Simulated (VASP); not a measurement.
Write the native input for VASP 6.6.1 that does the following.

* Task: relaxation of cell and atoms
* Functional: PBEsol
* Potentials or basis: VASP PAW PBE potentials, release 64 (Y_sv, Yb)
* Cutoff: 600 eV
* k mesh: 5 × 5 × 5
* Occupations: methfessel-paxton, width 0.05 eV
* Spin: no spin polarisation
* Dipole correction: no
* Further INCAR settings: ALGO = Normal; EDIFF = 1e-07; IBRION = 2; EDIFFG = -0.02; NSW = 50; ISIF = 3

The structure of YbY lies in POSCAR:

```
YbY
1.0
    5.2900000000      0.0000000000      0.0000000000
    0.0000000000      5.2900000000      0.0000000000
    0.0000000000      0.0000000000      5.2900000000
Y Yb
2 2
Direct
    0.0000000000      0.0000000000      0.0000000000
    0.0000000000      0.5000000000      0.5000000000
    0.5000000000      0.0000000000      0.5000000000
    0.5000000000      0.5000000000      0.0000000000
```

These files were run (other wordings do the same):

INCAR

```
PREC     = Accurate       # precision mode
ENCUT    = 600            # plane-wave cutoff, eV
EDIFF    = 1E-7           # SCF threshold, eV
ISMEAR   = 1              # smearing method
SIGMA    = 0.05           # smearing width, eV
LREAL    = False          # projectors in reciprocal space
LASPH    = True           # aspherical terms in the spheres
NELM     = 100            # most SCF steps
ALGO     = Normal         # electronic algorithm
ISIF     = 3              # what is computed and relaxed
LWAVE    = False          # write WAVECAR
LCHARG   = False          # write CHGCAR
GGA      = PS             # functional
IBRION   = 2              # ionic algorithm
NSW      = 50             # ionic steps
EDIFFG   = -0.02          # ionic threshold
```

KPOINTS

```
Automatic mesh
0
Gamma
  5 5 5
```

Potentials or basis: VASP PAW PBE potentials, release 64 (Y_sv, Yb).

Launch:

```sh
$ cat potpaw_PBE.64/Y_sv/POTCAR potpaw_PBE.64/Yb/POTCAR > POTCAR
$ mpirun -np 1 vasp_std > vasp.out
```

Results of the run:

| Item | Value |
| --- | --- |
| Relaxed volume | 30.57 Å³/atom |
| Relaxed cell | a = 4.952 Å, b = 4.969 Å, c = 4.969 Å, α = 90.00°, β = 90.00°, γ = 90.00° |
| Space group after relaxing (to 0.1 Å) | P4/mmm (No. 123) |
| Energy gained by relaxing | 106.1 meV/atom |
| Ionic steps | 5 |
| Pressure after relaxing | 0.1 GPa |
| Band gap on the k mesh | zero (bands 35 and 36 overlap by 0.99 eV) |

Caveat: the volume moved by over 15 % at a fixed basis, so the end points are rough; the PAW data sets were made with another functional, which shifts forces and pressure a little; spin-orbit coupling is left out, which moves the levels of the heavy elements.

Run time: 47 min on 1 thread of AMD EPYC 9R14 (Zen 4), on a shared host, peak memory 0.36 GiB.
